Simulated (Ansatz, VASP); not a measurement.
One calculation of Al3B2W, two programs

```
Al B W
1.0
     3.51777    0.00000    0.00000
     0.00000    3.51777    0.00000
     0.00000    0.00000    5.99400
Al B W
3 2 1
Cartesian
  0.0000 1.7589 2.1847
  1.7589 0.0000 3.8093
  1.7589 1.7589 0.0000
  0.0000 1.7589 4.3519
  1.7589 0.0000 1.6421
  0.0000 0.0000 0.0000
```

Change from the starting cell: species swapped into the Ti2CuSb3 type (P-4m2, No. 115).

Alike in both runs: functional PBE; k mesh 5 × 5 × 2; occupations gaussian, width 0.2 eV; no spin polarisation.

Ansatz relaxed the structure, and its values are those at the end. VASP's run is a single point on that final structure, the one shown.

|  | VASP | Ansatz |
| --- | --- | --- |
| version | VASP 6.6.1 | Ansatz 0.2.0 |
| potentials or method | VASP PAW PBE potentials, release 64 (Al, B, W_sv), cutoff 500 eV | scalar-relativistic, plane waves, PAW |
| valence electrons in the cell | 29 | 29 |

```tsv
	VASP	Ansatz	Ansatz less VASP
gap on the k mesh at the Fermi level (eV)	none	none	-
pressure (GPa)	0.2	0.1	-0.03
rms of the force components (eV/Å)	0.008	0.006	-0.0022
```

A gap of «none» marks a metal or a gap that the smearing closes. The functional is the same, so the differences come from potentials, cutoffs and numerics.

The k mesh is coarse, so the values compare programs but aren't converged. Spin-orbit coupling is off throughout.
